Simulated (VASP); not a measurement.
# Si2W (I4/mmm) in VASP: a series of runs, part 2 of 2

VASP 6.6.1.

### Step 5. Single point, BLYP+D3(BJ)

This run uses another cell than the first one, of 13.23 Å³/atom, 1.042 times its volume.

INCAR

```
PREC = Accurate ; ENCUT = 520
EDIFF = 1E-6 ; ISMEAR = 0
SIGMA = 0.05 ; LREAL = F
LASPH = T ; NELM = 100
ALGO = Normal ; ISIF = 2
LWAVE = F ; LCHARG = F
GGA = B5 ; ALDAX = 1.0
AGGAX = 1.0 ; AGGAC = 1.0
ALDAC = 0.0 ; IVDW = 12
VDW_S6 = 1.0 ; VDW_S8 = 2.6996
VDW_A1 = 0.4298 ; VDW_A2 = 4.2359
NBANDS = 18
```

KPOINTS

```
Automatic mesh
0
Gamma
  10 10 10
```

POSCAR

```
Si2W
1.0
   -1.5982979903      1.5982979903      3.8841246221
    1.5982979903     -1.5982979903      3.8841246221
    1.5982979903      1.5982979903     -3.8841246221
Si W
2 1
Direct
    0.3348616850      0.3348616850      0.0000000000
    0.6651383150      0.6651383150      0.0000000000
    0.0000000000      0.0000000000      0.0000000000
```

Potentials or basis: VASP PAW PBE potentials, release 64 (Si, W_sv).

Run with:

```sh
> cat potpaw_PBE.64/Si/POTCAR potpaw_PBE.64/W_sv/POTCAR > POTCAR
> mpirun -np 1 vasp_std > vasp.out
```

OUTCAR:

```text
PREC = Accurate
   ENCUT = 520
   EDIFF = 1E-6
   ISMEAR = 0
   LREAL = F
   LASPH = T
   NELM = 100
   ISIF = 2
   GGA = B5
   IVDW = 12
 IVDW          = 12

 ion  position               nearest neighbor table
   1  0.335  0.335  0.000-   2 2.57   3 2.60   3 2.60   3 2.60   3 2.60   3 2.60   2 2.62   2 2.62
                             2 2.62   2 2.62
   2  0.665  0.665  0.000-   1 2.57   3 2.60   3 2.60   3 2.60   3 2.60   3 2.60   1 2.62   1 2.62
                             1 2.62   1 2.62
   3  0.000  0.000  0.000-   2 2.60   2 2.60   1 2.60   2 2.60   1 2.60   1 2.60   2 2.60   1 2.60
                             1 2.60   2 2.60

  LATTYP: Found a body centered tetragonal cell.
 ALAT       =     3.1965959806
 C/A-ratio  =     2.4301629894

  Lattice vectors:

 A1 = (  -1.5982979903,   1.5982979903,   3.8841246221)
 A2 = (   1.5982979903,  -1.5982979903,   3.8841246221)
 A3 = (   1.5982979903,   1.5982979903,  -3.8841246221)

Analysis of symmetry for initial positions (statically):
=====================================================================
 Subroutine PRICEL returns:
 Original cell was already a primitive cell.

 Routine SETGRP: Setting up the symmetry group for a
 body centered tetragonal supercell.

 Subroutine GETGRP returns: Found 16 space group operations
 (whereof 16 operations were pure point group operations)
 out of a pool of 16 trial point group operations.

The static configuration has the point symmetry D_4h.

Analysis of symmetry for dynamics (positions and initial velocities):
=====================================================================
 Subroutine PRICEL returns:
 Original cell was already a primitive cell.

 Routine SETGRP: Setting up the symmetry group for a
 body centered tetragonal supercell.

 Subroutine GETGRP returns: Found 16 space group operations
 (whereof 16 operations were pure point group operations)
 out of a pool of 16 trial point group operations.

The dynamic configuration has the point symmetry D_4h.

 Subroutine INISYM returns: Found 16 space group operations
 (whereof 16 operations are pure point group operations),
 and found     1 'primitive' translations

----------------------------------------------------------------------------------------

                                     Primitive cell

  volume of cell :      39.6889

  direct lattice vectors                    reciprocal lattice vectors
    -1.598297990  1.598297990  3.884124622     0.000000000  0.312832778  0.128729134
     1.598297990 -1.598297990  3.884124622     0.312832778  0.000000000  0.128729134
     1.598297990  1.598297990 -3.884124622     0.312832778  0.312832778  0.000000000

  length of vectors
     4.493944482  4.493944482  4.493944482     0.338283220  0.338283220  0.442412357

  position of ions in fractional coordinates (direct lattice)
     0.334861685  0.334861685  0.000000000
     0.665138315  0.665138315  0.000000000
     0.000000000  0.000000000  0.000000000

  ion indices of the primitive-cell ions
   primitive index   ion index
                 1           1
                 2           2
                 3           3
[... 21 lines left out ...]

 Subroutine IBZKPT returns following result:
 ===========================================

 Found    102 irreducible k-points:

 Following reciprocal coordinates:
            Coordinates               Weight
  0.000000  0.000000  0.000000      1.000000
  0.100000 -0.000000  0.000000      8.000000
  0.200000 -0.000000  0.000000      8.000000
  0.300000  0.000000  0.000000      8.000000
  0.400000  0.000000  0.000000      8.000000
  0.500000  0.000000 -0.000000      4.000000
[... 16 lines left out ...]
  0.300000  0.300000  0.000000      8.000000
  0.400000  0.300000  0.000000     16.000000
 [... further k-points ...]
   k-points           NKPTS =    102   k-points in BZ     NKDIM =    102   number of bands    NBANDS=     18
   number of dos      NEDOS =    301   number of ions     NIONS =      3
   total plane-waves  NPLWV =  46656
   dimension x,y,z NGX =    36 NGY =   36 NGZ =   36
   dimension x,y,z NGXF=    72 NGYF=   72 NGZF=   72
   ions per type =               2   1
   NGX,Y,Z   is equivalent  to a cutoff of  13.32, 13.32, 13.32 a.u.
   NGXF,Y,Z  is equivalent  to a cutoff of  26.64, 26.64, 26.64 a.u.
 SYSTEM =  unknown system
   PREC   = accura    normal or accurate (medium, high low for compatibility)
   ISTART =      0    job   : 0-new  1-cont  2-samecut
   ICHARG =      2    charge: 1-file 2-atom 10-const
   ISPIN  =      1    spin polarized calculation?
   LNONCOLLINEAR =      F non collinear calculations
   LSORBIT =      F    spin-orbit coupling
   LASPH  =      T    aspherical Exc in radial PAW
   ENCUT  =  520.0 eV  38.22 Ry    6.18 a.u.   8.36  8.36  8.36*2*pi/ulx,y,z
   NELM   =    100;   NELMIN=  2; NELMDL= -5     # of ELM steps
   EDIFF  = 0.1E-05   stopping-criterion for ELM
   LREAL  =      F    real-space projection
   EDIFFG = 0.1E-04   stopping-criterion for IOM
   NSW    =      0    number of steps for IOM
   IBRION =     -1    ionic relax: 0-MD 1-quasi-New 2-CG
   NFREE  =      0    steps in history (QN), initial steepest desc. (CG)
   ISIF   =      2    stress and relaxation
   ISYM   =      2    0-nonsym 1-usesym 2-fastsym
   POTIM  = 0.5000    time-step for ionic-motion
   TEBEG  =    0.0;   TEEND  =   0.0 temperature during run
   PSTRESS=    0.0 pullay stress
   NELECT =      22.0000    total number of electrons
   NUPDOWN=      -1.0000    fix difference up-down
   EMIN   =  10.00;   EMAX   =-10.00  energy-range for DOS
   EFERMI =   0.00;   METHOD = LEGACY
   ISMEAR =     0;   SIGMA  =   0.05  broadening in eV -4-tet -1-fermi 0-gaus
   EFERMI_NEDOS =   21; number of points for ismear=-14 and -15
   IALGO  =     38    algorithm
   IMIX   =      4    mixing-type and parameters
     AMIX     =   0.40;   BMIX     =  1.00
     AMIX_MAG =   1.60;   BMIX_MAG =  1.00
  volume/ion in A,a.u.               =      13.23        89.28
  Fermi-wavevector in a.u.,A,eV,Ry     =   1.344806  2.541314 24.606165  1.808502
  Thomas-Fermi vector in A             =   2.472770
   LORBIT       =      0    0 simple, 1 ext, 2 COOP (PROOUT), +10 PAW based schemes
   GGA     = B5    functional components
   LHFCALC =     F    Hartree Fock is set to
   AEXX    =    0.0000 exact exchange contribution
   IVDW    =    12    specifies the selected vdW correction
   LEPSILON=     F    determine dielectric tensor
   LRPA    =     F    only Hartree local field effects (RPA)
 non-spin polarized calculation
 Gauss-broadening in eV      SIGMA  =   0.05
  energy-cutoff  :      520.00
  volume of cell :       39.69
 maximum number of plane-waves:      1086
 NGX is ok and might be reduce to    36
   NGX = 17   NGY = 17   NGZ = 17

 number of electron      21.9999999 magnetization

 Free energy of the ion-electron system (eV)
  ---------------------------------------------------
  ext. energy  EPLUGINS =         0.00000000
  ---------------------------------------------------
  free energy    TOTEN  =       -20.51926676 eV

  energy without entropy =      -20.51886040  energy(sigma->0) =      -20.51906358

 E-fermi :  12.6828     XC(G=0): -11.9700

 val. band max:       12.6677436647   @ k =  -0.2000  -0.3000   0.2000
 cond. band min:      12.7543654458   @ k =   0.5000   0.5000   0.3000
 fundamental gap:      0.0866217811
 Fermi energy:        12.6828383191

 k-point     1 :       0.0000    0.0000    0.0000
  band No.  band energies     occupation
      1     -60.6466      2.00000
      2     -25.2002      2.00000
      3     -25.1674      2.00000
      4     -25.1674      2.00000
      5      -1.4039      2.00000
      6       5.8598      2.00000
[... 481 lines left out ...]
      5       2.9170      2.00000
      6       3.9717      2.00000
[... 10 lines left out ...]
     17      20.1644      0.00000
     18      21.9241      0.00000

 [... further k-points ...]

------------------------ aborting loop because EDIFF is reached ----------------------------------------

 Edisp (eV)   -4.05047

 E8    (eV) :    -3.0242

  FORCE on cell =-STRESS in cart. coord.  units (eV):
  Direction    XX          YY          ZZ          XY          YZ          ZX
  --------------------------------------------------------------------------------------
  -------------------------------------------------------------------------------------
  Total       0.29188     0.29188     0.33535     0.00000    -0.00000     0.00000
  in kB      11.78274    11.78274    13.53773     0.00000    -0.00000     0.00000
  external pressure =       12.37 kB  Pullay stress =        0.00 kB

 VOLUME and BASIS-vectors are now :
 -----------------------------------------------------------------------------
  energy-cutoff  :      520.00
  volume of cell :       39.69
      direct lattice vectors                 reciprocal lattice vectors
    -1.598297990  1.598297990  3.884124622     0.000000000  0.312832778  0.128729134
     1.598297990 -1.598297990  3.884124622     0.312832778  0.000000000  0.128729134
     1.598297990  1.598297990 -3.884124622     0.312832778  0.312832778  0.000000000

 POSITION                                       TOTAL-FORCE (eV/Angst)
 -----------------------------------------------------------------------------------
      0.00000      0.00000      2.60129        -0.000000     -0.000000     -0.009111
      0.00000      0.00000      5.16696         0.000000      0.000000      0.009111
      0.00000      0.00000      0.00000        -0.000000     -0.000000     -0.000000
 -----------------------------------------------------------------------------------
    total drift:                               -0.000000      0.000000     -0.000000

  FREE ENERGIE OF THE ION-ELECTRON SYSTEM (eV)
  ---------------------------------------------------
  free  energy   TOTEN  =       -24.5697360079 eV

  energy  without entropy=      -24.5693296547  energy(sigma->0) =      -24.56953283
```

stdout:

```text
POSCAR found type information on POSCAR SiW
 POSCAR found :  2 types and       3 ions
 scaLAPACK will be used
 -----------------------------------------------------------------------------
|                                                                             |
|                                                                             |
|     You enforced a specific xc type in the INCAR file but a different       |
|     I HOPE YOU KNOW WHAT YOU ARE DOING!                                     |
|                                                                             |
 -----------------------------------------------------------------------------

 LDA part: xc-table for (Slater(with rela. corr.)+VWN5), standard interpolation
 POSCAR, INCAR and KPOINTS ok, starting setup
 FFT: planning ... GRIDC
 FFT: planning ... GRID_SOFT
 FFT: planning ... GRID
 WAVECAR not read
 entering main loop
```

Run time: 2.4 min. Hardware: 1 thread of Intel Xeon Platinum 8375C at 2.90GHz (Ice Lake), shared host; peak memory 0.24 GiB.

Results:

```yaml
Free_energy: -24.5697 eV
Pressure: 1.2 GPa
Largest_force: 0.009 eV/Å
Band_gap_on_the_k_mesh: zero (band 11 reaches 13.41 eV, above the bottom of band 12 at 12.15 eV)
Dispersion_energy_per_atom: -1.350 eV
```

Forces in eV/Å, atoms in the order of the input:
```
Si   0.000  0.000 -0.009
Si   0.000  0.000  0.009
W    0.000  0.000  0.000
```

Caveat: the PAW data sets were made with another functional, which shifts forces and pressure a little; spin-orbit coupling is left out, which moves the levels of the heavy elements; pairwise dispersion overbinds metals, which lowers pressure and volume.

### Step 6. Single point, revPBE

This run uses another cell than the first one, of 13.55 Å³/atom, 1.067 times its volume.

INCAR

```
SYSTEM = Si2W
ALGO     = Normal         ! electronic algorithm
EDIFF    = 1E-6           ! SCF threshold, eV
ENCUT    = 520            ! plane-wave cutoff, eV
GGA      = RE             ! functional
ISIF     = 2              ! what is computed and relaxed
ISMEAR   = 0              ! smearing method
LASPH    = .TRUE.         ! aspherical terms in the spheres
LCHARG   = .TRUE.         ! write CHGCAR
LELF     = .TRUE.         ! ELF
LREAL    = .FALSE.        ! projectors in reciprocal space
LVHAR    = .TRUE.       
LWAVE    = .FALSE.        ! write WAVECAR
NBANDS   = 18             ! bands
NELM     = 80             ! most SCF steps
PREC     = Accurate       ! precision mode
SIGMA    = 0.05           ! smearing width, eV
```

KPOINTS

```
k-points
0
G
  10 10 10
  0 0 0
```

POSCAR

```
Si2W
1.0
   -1.6094947686      1.6094947686      3.9229122984
    1.6094947686     -1.6094947686      3.9229122984
    1.6094947686      1.6094947686     -3.9229122984
Si W
2 1
Direct
    0.3345055736      0.3345055736      0.0000000000
    0.6654944264      0.6654944264      0.0000000000
    0.0000000000      0.0000000000      0.0000000000
```

Potentials or basis: VASP PAW PBE potentials, release 64 (Si, W_sv).

Run with:

```sh
> cat potpaw_PBE.64/Si/POTCAR potpaw_PBE.64/W_sv/POTCAR > POTCAR
> mpirun -np 1 vasp_std > vasp.out
```

It took 2.2 min on 1 thread of Intel Xeon Platinum 8375C at 2.90GHz (Ice Lake), shared host; peak memory 0.24 GiB.

Results (log left out):

| Item | Value |
| --- | --- |
| Free energy | -23.8855 eV |
| Pressure | 3.9 GPa |
| Largest force | 0.009 eV/Å |
| Band gap on the k mesh | zero (band 11 reaches 12.69 eV, above the bottom of band 12 at 11.38 eV) |

Forces in eV/Å, atoms in the order of the input:
```
Si   0.000  0.000 -0.009
Si   0.000  0.000  0.009
W    0.000  0.000  0.000
```

Stress tensor (GPa, compression positive):
```
3.94 0.00 0.00
0.00 3.94 0.00
0.00 0.00 3.73
```

Levels at points of the mesh, in eV from the Fermi level:
```tsv
k point	band 7	band 8	band 9	band 10	band 11	band 12	band 13	band 14	band 15	band 16
(0.00, 0.00, 0.00)	-3.74	-3.28	-2.83	-2.83	0.62	2.72	2.89	3.06	3.06	4.60
(0.50, 0.00, 0.00)	-5.72	-4.86	-2.77	-2.75	-0.43	2.71	2.77	3.93	4.41	5.06
(0.50, 0.50, 0.00)	-6.01	-5.49	-5.01	-3.24	-1.78	2.77	2.98	3.13	3.87	4.28
(0.50, 0.50, 0.50)	-3.81	-2.58	-0.85	-0.85	-0.49	-0.49	0.80	4.49	4.90	6.11
```

Caveat: the PAW data sets were made with another functional, which shifts forces and pressure a little; spin-orbit coupling is left out, which moves the levels of the heavy elements.

### Step 7. The runs side by side

```tsv
level	cell	gap on the mesh (eV)	pressure (GPa)	largest force (eV/Å)
BLYP+D3(BJ)	a = 4.440 Å, angles 138.4, 138.4, 60.2°, 3 atoms	none	11.3	0.02
BLYP+D3(BJ)	a = 4.467 Å, angles 138.4, 138.4, 60.3°, 3 atoms	none	6.0	0.02
revPBE	a = 4.505 Å, angles 138.5, 138.5, 60.2°, 3 atoms	none	9.3	0.01
BLYP+D3(BJ)	a = 4.494 Å, angles 138.3, 138.3, 60.4°, 3 atoms	none	1.2	0.01
revPBE	a = 4.535 Å, angles 138.4, 138.4, 60.2°, 3 atoms	none	3.9	0.01
```

Alike in all rows: task single point; potentials or basis VASP PAW PBE potentials, release 64 (Si, W_sv); no spin polarisation; k mesh 10 × 10 × 10; cutoff (eV) 520; smearing gaussian 0.05 eV.

Caveats: the PAW data sets were made with another functional, which shifts forces and pressure a little; spin-orbit coupling is left out, which moves the levels of the heavy elements; pairwise dispersion overbinds metals, which lowers pressure and volume (some runs).

Total energies depend on the potentials used, so only differences within one code and one set of settings carry meaning.
